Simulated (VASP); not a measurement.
**F: single point with PBEsol**

Crystal: F.

```
CELL_PARAMETERS angstrom
3.03042 -1.88698 -0.23373
3.03042 1.88698 -0.23373
-2.23516 0.00000 7.53884
ATOMIC_POSITIONS crystal
F 0.08485 0.08485 0.09400
F 0.91515 0.91515 0.90600
F 0.50157 0.50157 0.59372
F 0.49843 0.49843 0.40628
```

```yaml
Program: VASP 6.6.1
Task: single point
Functional: PBEsol
Potentials_or_basis: VASP PAW PBE potentials, release 64 (F)
Cutoff: 520 eV
k_mesh: 4 × 4 × 2
Occupations: gaussian, width 0.05 eV
Spin: no spin polarisation
```

```json
{
  "Pressure": "-3.8 GPa",
  "Largest force": "1.741 eV/Å",
  "Band gap on the k mesh": "2.32 eV, indirect (least direct gap 2.37 eV)"
}
```

Forces in eV/Å, atoms in the order of the input:
```
F   -0.721  0.000 -1.563
F    0.721  0.000  1.563
F    0.478  0.000 -1.674
F   -0.478  0.000  1.674
```

Stress tensor (GPa, compression positive):
```
-1.73  0.00 -0.64
 0.00 -0.53  0.00
-0.64  0.00 -9.25
```

Levels at points of the mesh, in eV from the valence-band top:
| k point | band 10 | band 11 | band 12 | band 13 | band 14 | band 15 | band 16 | band 17 | band 18 | band 19 |
| --- | --- | --- | --- | --- | --- | --- | --- | --- | --- | --- |
| (0.00, 0.00, 0.00) | -2.84 | -0.23 | -0.15 | -0.06 | -0.05 | 2.32 | 2.99 | 8.75 | 11.12 | 11.72 |
| (0.50, 0.00, 0.00) | -2.91 | -0.31 | -0.22 | -0.20 | -0.10 | 2.66 | 2.77 | 12.44 | 12.57 | 13.97 |
| (0.50, 0.50, 0.00) | -2.97 | -0.29 | -0.25 | -0.15 | 0.00 | 2.62 | 2.79 | 13.00 | 13.32 | 13.32 |
| (0.00, 0.00, 0.50) | -2.84 | -0.22 | -0.15 | -0.08 | -0.05 | 2.60 | 2.70 | 9.49 | 9.52 | 14.30 |
| (0.50, 0.00, 0.50) | -2.89 | -0.37 | -0.25 | -0.14 | -0.04 | 2.51 | 2.90 | 12.32 | 13.15 | 13.43 |
| (0.50, 0.50, 0.50) | -3.01 | -0.32 | -0.19 | -0.17 | -0.07 | 2.67 | 2.77 | 12.72 | 12.81 | 14.73 |

Wall time 49 s on 1 thread of Intel Xeon 6975P-C, on a shared host, peak memory 0.19 GiB.

Caveat: the k points lie up to 0.50 Å⁻¹ apart; the PAW data sets were made with another functional, which shifts forces and pressure a little. A k mesh can miss the band edges.
